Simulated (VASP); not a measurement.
Write the native input for VASP 6.6.1 that does the following.

```yaml
Task: relaxation of cell and atoms
Functional: PBE
Potentials_or_basis: VASP PAW PBE potentials, release 64 (Mg)
Cutoff: 600 eV
k_mesh: 3 × 3 × 3
Occupations: gaussian, width 0.1 eV
Spin: no spin polarisation
Dipole_correction: no
Further_INCAR_settings: ALGO = Fast; EDIFF = 1e-07; IBRION = 2; EDIFFG = -0.04; NSW = 90; ISIF = 3
```

The structure of Mg lies in POSCAR:

```
Mg
1.0
    3.6449664690      2.1044223721      6.2161336964
   -3.6449664690      2.1044223721      6.2161336964
    0.0000000000     -4.2088447441      6.2161336964
Mg
12
Direct
    0.0101900000      0.6536100000      0.0101900000
    0.0101900000      0.0101900000      0.6536100000
    0.6536100000      0.0101900000      0.0101900000
    0.9898100000      0.3463900000      0.9898100000
    0.3463900000      0.9898100000      0.9898100000
    0.9898100000      0.9898100000      0.3463900000
    0.2211800000      0.6306000000      0.2211800000
    0.2211800000      0.2211800000      0.6306000000
    0.6306000000      0.2211800000      0.2211800000
    0.7788200000      0.3694000000      0.7788200000
    0.3694000000      0.7788200000      0.7788200000
    0.7788200000      0.7788200000      0.3694000000
```

These files were run (other wordings do the same):

INCAR

```
PREC     = Accurate       # precision mode
ENCUT    = 600            # plane-wave cutoff, eV
EDIFF    = 1E-7           # SCF threshold, eV
ISMEAR   = 0              # smearing method
SIGMA    = 0.1            # smearing width, eV
LREAL    = False          # projectors in reciprocal space
LASPH    = True           # aspherical terms in the spheres
NELM     = 100            # most SCF steps
ALGO     = Fast           # electronic algorithm
ISIF     = 3              # what is computed and relaxed
LWAVE    = False          # write WAVECAR
LCHARG   = False          # write CHGCAR
GGA      = PE             # functional
IBRION   = 2              # ionic algorithm
NSW      = 90             # ionic steps
EDIFFG   = -0.04          # ionic threshold
```

KPOINTS

```
Automatic mesh
0
Gamma
  3 3 3
```

Potentials or basis: VASP PAW PBE potentials, release 64 (Mg).

The run is started by

```sh
$ cat potpaw_PBE.64/Mg/POTCAR > POTCAR
$ mpirun -np 1 vasp_std > vasp.out
```

Results of the run:

- Relaxed volume: 31.49 Å³/atom
- Relaxed cell: a = 8.859 Å, b = 8.859 Å, c = 8.859 Å, α = 50.20°, β = 50.20°, γ = 50.20°
- Space group after relaxing (to 0.1 Å): R-3m (No. 166)
- Energy gained by relaxing: 599.6 meV/atom
- Ionic steps: 26
- Pressure after relaxing: 0.0 GPa
- Largest force after relaxing: 0.028 eV/Å
- Band gap on the k mesh: zero (bands 12 and 13 overlap by 0.76 eV)

Caveat: the volume moved by over 15 % at a fixed basis, so the end points are rough.

It took 20 min on 1 thread of Intel(R) Xeon(R) Platinum 8488C (Sapphire Rapids) (shared host), peak memory 0.49 GiB.
